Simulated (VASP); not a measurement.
Write the native input for VASP 6.6.1 that does the following.

```
Task                   : single point
Functional             : PBE
Potentials or basis    : VASP PAW PBE potentials, release 64 (Na_pv, Pr_3), 4f in core
Cutoff                 : 500 eV
k mesh                 : 6 × 6 × 2
Occupations            : gaussian, width 0.2 eV
Spin                   : no spin polarisation
Dipole correction      : no
Mended                 : yes
Further INCAR settings : ALGO = Normal; EDIFF = 1e-06; NBANDS = 26
```

The structure of NaPr lies in POSCAR:

```
NaPr
1.0
    3.4450638541      0.0000000000      0.0000000000
    0.0000000000      3.4450638541      0.0000000000
    0.0000000000      0.0000000000     12.0614533324
Na Pr
2 2
Direct
    0.0000000000      0.0000000000      0.0000000000
    0.0000000000      0.0000000000      0.5000000000
    0.5000000000      0.5000000000      0.2500000000
    0.5000000000      0.5000000000      0.7500000000
```

The input as run:

INCAR

```
SYSTEM = NaPr
PREC = Accurate
ENCUT = 500
EDIFF = 1E-6
ISMEAR = 0
SIGMA = 0.2
LREAL = .FALSE.
LASPH = .TRUE.
NELM = 200
ALGO = Normal
ISIF = 2
LWAVE = .FALSE.
LCHARG = .FALSE.
GGA = PE
NBANDS = 26
GGA_COMPAT = .FALSE.
LMAXMIX = 6
```

KPOINTS

```
Automatic mesh
0
G
  6 6 2
  0 0 0
```

Potentials or basis: VASP PAW PBE potentials, release 64 (Na_pv, Pr_3), 4f in core.

Launch:

```sh
$ cat potpaw_PBE.64/Na_pv/POTCAR potpaw_PBE.64/Pr_3/POTCAR > POTCAR
$ mpirun -np 1 vasp_std > vasp.out
```

Results of the run:

```json
{
 "Pressure": "0.2 GPa",
 "Band gap on the k mesh": "zero (bands 18 and 19 overlap by 0.93 eV)"
}
```

Caveat: spin-orbit coupling is left out, which moves the levels of the heavy elements; the 4f electrons are frozen in the core, so they carry no moment and show no levels.

Wall time 49 s on 1 thread of AMD EPYC 9R14 (Zen 4), on a shared host, peak memory 0.24 GiB.
